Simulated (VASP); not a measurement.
# HC11 in VASP: single point with PBE+D3(BJ)

Aim: the single point of HC11 with PBE+D3(BJ).

Everything below comes from runs of VASP 6.6.1. Logs are shortened: lines on timing, memory, paths and dates and some standing lists are left out, and cuts for length are marked.

## 1. The cell of the first run

The cell holds a slab with vacuum, 12 atoms: a = 2.466 Å, b = 2.465 Å, c = 33.698 Å, α = 90.00°, β = 90.00°, γ = 120.01°.

## 2. Single point, PBE+D3(BJ)

Input file INCAR:

```
PREC = Accurate
ENCUT = 520
EDIFF = 1E-6
ISMEAR = 0
SIGMA = 0.1
LREAL = False
LASPH = True
NELM = 80
ALGO = Normal
ISIF = 2
LWAVE = False
LCHARG = False
LDIPOL = True
IDIPOL = 3
DIPOL = 0.5 0.5 0.506
GGA = PE
IVDW = 12
NBANDS = 34
```

Input file KPOINTS:

```
Automatic mesh
0
Gamma
  12 12 1
```

Input file POSCAR:

```
HC11
1.0
    2.4655379961      0.0000000000      0.0000000000
   -1.2327689981      2.1341461166      0.0000000000
    0.0000000000      0.0000000000     33.6979673684
C H
11 1
Direct
    0.0833101797      0.1666203594      0.2522407333
    0.4166898203      0.8333796406      0.2522407333
    0.5833101797      0.1666203594      0.3531231674
    0.9166898203      0.8333796406      0.3531231674
    0.0832568230      0.1665136460      0.4540874483
    0.4167431770      0.8334863540      0.4540874483
    0.5832126463      0.1664252925      0.5544438381
    0.9167873537      0.8335747075      0.5544438381
    0.0834077919      0.1668155838      0.6552670141
    0.4165922081      0.8331844162      0.6552670141
    0.7500000000      0.5000000000      0.7476899602
    0.7500000000      0.5000000000      0.7810013063
```

Potentials or basis: VASP PAW PBE potentials, release 64 (C, H).

Run with:

```sh
cat potpaw_PBE.64/C/POTCAR potpaw_PBE.64/H/POTCAR > POTCAR
mpirun -np 1 vasp_std > vasp.out
```

OUTCAR:

```text
PREC = Accurate
   ENCUT = 520
   EDIFF = 1E-6
   ISMEAR = 0
   LREAL = False
   LASPH = True
   NELM = 80
   ISIF = 2
   GGA = PE
   IVDW = 12
 IVDW          = 12

 ion  position               nearest neighbor table
   1  0.083  0.167  0.252-   2 1.42   2 1.42   2 1.42
   2  0.417  0.833  0.252-   1 1.42   1 1.42   1 1.42
   3  0.583  0.167  0.353-   4 1.42   4 1.42   4 1.42
   4  0.917  0.833  0.353-   3 1.42   3 1.42   3 1.42
   5  0.083  0.167  0.454-   6 1.42   6 1.42   6 1.42
   6  0.417  0.833  0.454-   5 1.42   5 1.42   5 1.42
   7  0.583  0.166  0.554-   8 1.42   8 1.42   8 1.42
   8  0.917  0.834  0.554-   7 1.42   7 1.42   7 1.42
   9  0.083  0.167  0.655-  10 1.42  10 1.42  10 1.42
  10  0.417  0.833  0.655-   9 1.42   9 1.42   9 1.42
  11  0.750  0.500  0.748-  12 1.12
  12  0.750  0.500  0.781-  11 1.12

  Warning from LATTYP: Monoclinic adjustment (A1->A3, A2->A1, A3->A2)!
  LATTYP: Found a base centered orthorhombic cell.
 ALAT       =     2.4655379961
 B/A-ratio  =     1.7311808781
 C/A-ratio  =    13.6675919908

  Lattice vectors:

 A1 = (   1.2327689981,  -2.1341461166,   0.0000000000)
 A2 = (   1.2327689980,   2.1341461166,   0.0000000000)
 A3 = (   0.0000000000,   0.0000000000,  33.6979673684)

Analysis of symmetry for initial positions (statically):
=====================================================================
 Subroutine PRICEL returns:
 Original cell was already a primitive cell.

 Routine SETGRP: Setting up the symmetry group for a
 base centered orthorhombic supercell.

 Subroutine GETGRP returns: Found  4 space group operations
 (whereof  2 operations were pure point group operations)
 out of a pool of  8 trial point group operations.

The static configuration has the point symmetry C_1h.
 The point group associated with its full space group is C_2v.

Analysis of symmetry for dynamics (positions and initial velocities):
=====================================================================
 Subroutine PRICEL returns:
 Original cell was already a primitive cell.

 Routine SETGRP: Setting up the symmetry group for a
 base centered orthorhombic supercell.

 Subroutine GETGRP returns: Found  4 space group operations
 (whereof  2 operations were pure point group operations)
 out of a pool of  8 trial point group operations.

The dynamic configuration has the point symmetry C_1h.
 The point group associated with its full space group is C_2v.

 Subroutine INISYM returns: Found  4 space group operations
 (whereof  2 operations are pure point group operations),
 and found     1 'primitive' translations

----------------------------------------------------------------------------------------

                                     Primitive cell

  volume of cell :     177.3126

  direct lattice vectors                    reciprocal lattice vectors
     2.465537996  0.000000000  0.000000000     0.405590991  0.234285739  0.000000000
    -1.232768998  2.134146117  0.000000000     0.000000000  0.468571478  0.000000000
     0.000000000  0.000000000 33.697967368     0.000000000  0.000000000  0.029675380

  length of vectors
     2.465537996  2.464609310 33.697967368     0.468394983  0.468571478  0.029675380

  position of ions in fractional coordinates (direct lattice)
     0.083310180  0.166620359  0.252240733
     0.416689820  0.833379641  0.252240733
     0.583310180  0.166620359  0.353123167
     0.916689820  0.833379641  0.353123167
     0.083256823  0.166513646  0.454087448
     0.416743177  0.833486354  0.454087448
     0.583212646  0.166425293  0.554443838
     0.916787354  0.833574707  0.554443838
     0.083407792  0.166815584  0.655267014
     0.416592208  0.833184416  0.655267014
     0.750000000  0.500000000  0.747689960
     0.750000000  0.500000000  0.781001306

  ion indices of the primitive-cell ions
   primitive index   ion index
                 1           1
                 2           2
                 3           3
                 4           4
                 5           5
                 6           6
                 7           7
                 8           8
                 9           9
                10          10
                11          11
                12          12

----------------------------------------------------------------------------------------

 KPOINTS: Automatic mesh

Automatic generation of k-mesh.
 Grid dimensions read from file:
 generate k-points for:   12   12    1

 Generating k-lattice:

  Cartesian coordinates                     Fractional coordinates (reciprocal lattice)
     0.033799249  0.019523812  0.000000000     0.083333333  0.000000000  0.000000000
     0.000000000  0.039047623  0.000000000     0.000000000  0.083333333  0.000000000
     0.000000000  0.000000000  0.029675380     0.000000000  0.000000000  1.000000000

  Length of vectors
     0.039032915  0.039047623  0.029675380

  Shift w.r.t. Gamma in fractional coordinates (k-lattice)
     0.000000000  0.000000000  0.000000000

 Subroutine IBZKPT returns following result:
 ===========================================

 Found     43 irreducible k-points:

 Following reciprocal coordinates:
            Coordinates               Weight
  0.000000  0.000000  0.000000      1.000000
  0.083333  0.000000  0.000000      4.000000
  0.166667 -0.000000  0.000000      4.000000
  0.250000  0.000000  0.000000      4.000000
  0.333333 -0.000000  0.000000      4.000000
  0.416667  0.000000  0.000000      4.000000
[... 16 lines left out ...]
  0.333333  0.166667  0.000000      4.000000
  0.416667  0.166667  0.000000      4.000000
 [... further k-points ...]
   k-points           NKPTS =     43   k-points in BZ     NKDIM =     43   number of bands    NBANDS=     34
   number of dos      NEDOS =    301   number of ions     NIONS =     12
   total plane-waves  NPLWV =  81648
   dimension x,y,z NGX =    18 NGY =   18 NGZ =  252
   dimension x,y,z NGXF=    36 NGYF=   36 NGZF=  504
   ions per type =              11   1
   NGX,Y,Z   is equivalent  to a cutoff of  12.14, 12.14, 12.43 a.u.
   NGXF,Y,Z  is equivalent  to a cutoff of  24.27, 24.28, 24.86 a.u.
 SYSTEM =  unknown system
   PREC   = accura    normal or accurate (medium, high low for compatibility)
   ISTART =      0    job   : 0-new  1-cont  2-samecut
   ICHARG =      2    charge: 1-file 2-atom 10-const
   ISPIN  =      1    spin polarized calculation?
   LNONCOLLINEAR =      F non collinear calculations
   LSORBIT =      F    spin-orbit coupling
   LASPH  =      T    aspherical Exc in radial PAW
   ENCUT  =  520.0 eV  38.22 Ry    6.18 a.u.   4.58  4.58 62.66*2*pi/ulx,y,z
   NELM   =     80;   NELMIN=  2; NELMDL= -5     # of ELM steps
   EDIFF  = 0.1E-05   stopping-criterion for ELM
   LREAL  =      F    real-space projection
   EDIFFG = 0.1E-04   stopping-criterion for IOM
   NSW    =      0    number of steps for IOM
   IBRION =     -1    ionic relax: 0-MD 1-quasi-New 2-CG
   NFREE  =      0    steps in history (QN), initial steepest desc. (CG)
   ISIF   =      2    stress and relaxation
   ISYM   =      2    0-nonsym 1-usesym 2-fastsym
   POTIM  = 0.5000    time-step for ionic-motion
   TEBEG  =    0.0;   TEEND  =   0.0 temperature during run
   PSTRESS=    0.0 pullay stress
   NELECT =      45.0000    total number of electrons
   NUPDOWN=      -1.0000    fix difference up-down
   EMIN   =  10.00;   EMAX   =-10.00  energy-range for DOS
   EFERMI =   0.00;   METHOD = LEGACY
   ISMEAR =     0;   SIGMA  =   0.10  broadening in eV -4-tet -1-fermi 0-gaus
   EFERMI_NEDOS =   21; number of points for ismear=-14 and -15
   IALGO  =     38    algorithm
   IMIX   =      4    mixing-type and parameters
     AMIX     =   0.40;   BMIX     =  1.00
     AMIX_MAG =   1.60;   BMIX_MAG =  1.00
  volume/ion in A,a.u.               =      14.78        99.71
  Fermi-wavevector in a.u.,A,eV,Ry     =   1.036492  1.958685 14.616943  1.074315
  Thomas-Fermi vector in A             =   2.170885
   LORBIT       =      0    0 simple, 1 ext, 2 COOP (PROOUT), +10 PAW based schemes
   GGA     = PE    functional components
   LHFCALC =     F    Hartree Fock is set to
   AEXX    =    0.0000 exact exchange contribution
   IVDW    =    12    specifies the selected vdW correction
   LEPSILON=     F    determine dielectric tensor
   LRPA    =     F    only Hartree local field effects (RPA)
 non-spin polarized calculation
 Gauss-broadening in eV      SIGMA  =   0.10
  energy-cutoff  :      520.00
  volume of cell :      177.31
 maximum number of plane-waves:      4840
   NGX =  9   NGY =  9   NGZ =125

 dipolmoment           0.000000      0.000000      0.002653 electrons x Angstroem

 number of electron      44.9999987 magnetization

 dipolmoment           0.000000      0.000000     -0.004152 electrons x Angstroem

 Free energy of the ion-electron system (eV)
  ---------------------------------------------------
  ext. energy  EPLUGINS =         0.00000000
  ---------------------------------------------------
  free energy    TOTEN  =      -100.39268349 eV

  energy without entropy =     -100.38717662  energy(sigma->0) =     -100.38993005

 E-fermi :   0.5080     XC(G=0):  -6.3796

 val. band max:        0.4973101218   @ k =   0.0000   0.3333   0.0000
 cond. band min:       0.5236055837   @ k =   0.3333   0.3333   0.0000
 fundamental gap:      0.0262954619
 Fermi energy:         0.5080021899

 k-point     1 :       0.0000    0.0000    0.0000
  band No.  band energies     occupation
      1     -19.0719      2.00000
      2     -18.9760      2.00000
      3     -18.8865      2.00000
      4     -18.7552      2.00000
      5     -17.9088      2.00000
      6     -12.4980      2.00000
[... 26 lines left out ...]
     33       8.5678      0.00000
     34       8.8391      0.00000

 k-point     2 :       0.0833    0.0000    0.0000
  band No.  band energies     occupation
      1     -18.9067      2.00000
      2     -18.8115      2.00000
      3     -18.7229      2.00000
      4     -18.5915      2.00000
      5     -17.7448      2.00000
      6     -12.3327      2.00000
[... 26 lines left out ...]
     33       8.7611      0.00000
     34       8.9242      0.00000

 k-point     3 :       0.1667   -0.0000    0.0000
  band No.  band energies     occupation
      1     -18.4130      2.00000
      2     -18.3200      2.00000
      3     -18.2339      2.00000
      4     -18.1025      2.00000
      5     -17.2547      2.00000
      6     -11.8457      2.00000
[... 26 lines left out ...]
     33       8.8560      0.00000
     34       8.9397      0.00000
[... 704 lines left out ...]
 k-point    23 :       0.3333    0.1667    0.0000
  band No.  band energies     occupation
      1     -14.6086      2.00000
      2     -14.5336      2.00000
      3     -14.4664      2.00000
      4     -14.3329      2.00000
      5     -13.4786      2.00000
      6     -10.9038      2.00000
[... 26 lines left out ...]
     33      10.5578      0.00000
     34      10.6542      0.00000

 k-point    24 :       0.4167    0.1667    0.0000
  band No.  band energies     occupation
      1     -13.3284      2.00000
      2     -13.3114      2.00000
      3     -13.2628      2.00000
      4     -13.1180      2.00000
      5     -12.3062      2.00000
      6     -12.2856      2.00000
[... 26 lines left out ...]
     33      10.4656      0.00000
     34      10.5615      0.00000

 [... further k-points ...]

------------------------ aborting loop because EDIFF is reached ----------------------------------------

 vacuum level on the upper side and lower side of the slab       (xc-potential included)        -0.347        -0.195

 Edisp (eV)   -1.64051

 E8    (eV) :    -0.4685

  FORCE on cell =-STRESS in cart. coord.  units (eV):
  Direction    XX          YY          ZZ          XY          YZ          ZX
  --------------------------------------------------------------------------------------
  -------------------------------------------------------------------------------------
  Total      -2.51875    -2.44736    -0.03455     0.00000     0.00000     0.00000
  in kB     -22.75919   -22.11404    -0.31216     0.00000     0.00000     0.00000
  external pressure =      -15.06 kB  Pullay stress =        0.00 kB

 VOLUME and BASIS-vectors are now :
 -----------------------------------------------------------------------------
  energy-cutoff  :      520.00
  volume of cell :      177.31
      direct lattice vectors                 reciprocal lattice vectors
     2.465537996  0.000000000  0.000000000     0.405590991  0.234285739  0.000000000
    -1.232768998  2.134146117  0.000000000     0.000000000  0.468571478  0.000000000
     0.000000000  0.000000000 33.697967368     0.000000000  0.000000000  0.029675380

 POSITION                                       TOTAL-FORCE (eV/Angst)
 -----------------------------------------------------------------------------------
     -0.00000      0.35559      8.50000         0.000000     -0.012943      0.001305
     -0.00000      1.77855      8.50000        -0.000000      0.012943      0.001305
      1.23277      0.35559     11.89953         0.000000     -0.000816      0.000007
      1.23277      1.77855     11.89953        -0.000000      0.000816      0.000007
     -0.00000      0.35536     15.30182         0.000000     -0.000395     -0.001799
     -0.00000      1.77878     15.30182        -0.000000      0.000395     -0.001799
      1.23277      0.35518     18.68363        -0.000000      0.000984      0.000368
      1.23277      1.77897     18.68363         0.000000     -0.000984      0.000368
     -0.00000      0.35601     22.08117         0.000000     -0.000343     -0.000503
     -0.00000      1.77814     22.08117        -0.000000      0.000343     -0.000503
      1.23277      1.06707     25.19563         0.000000      0.000000     -0.032215
      1.23277      1.06707     26.31816        -0.000000      0.000000      0.033461
 -----------------------------------------------------------------------------------
    total drift:                               -0.000000     -0.000000      0.001103

  FREE ENERGIE OF THE ION-ELECTRON SYSTEM (eV)
  ---------------------------------------------------
  free  energy   TOTEN  =      -102.0331969689 eV

  energy  without entropy=     -102.0276900969  energy(sigma->0) =     -102.03044353

 vacuum level on the upper side and lower side of the slab         4.382         4.539
```

Wall time 8.2 min (1 thread of Intel Xeon 6975P-C (Granite Rapids), shared host); peak memory 0.36 GiB.

What came out:

| Quantity | Value |
| --- | --- |
| Free energy | -102.0332 eV |
| Largest force | 0.033 eV/Å |
| Band gap on the k mesh | zero (an odd number of electrons rules out a gap without spin polarisation) |
| Dispersion energy per atom | -0.137 eV |

Forces in eV/Å, atoms in the order of the input:
```
C    0.000 -0.013  0.001
C    0.000  0.013  0.001
C    0.000 -0.001  0.000
C    0.000  0.001  0.000
C    0.000  0.000 -0.002
C    0.000  0.000 -0.002
C    0.000  0.001  0.000
C    0.000 -0.001  0.000
C    0.000  0.000 -0.001
C    0.000  0.000 -0.001
C    0.000  0.000 -0.032
H    0.000  0.000  0.033
```
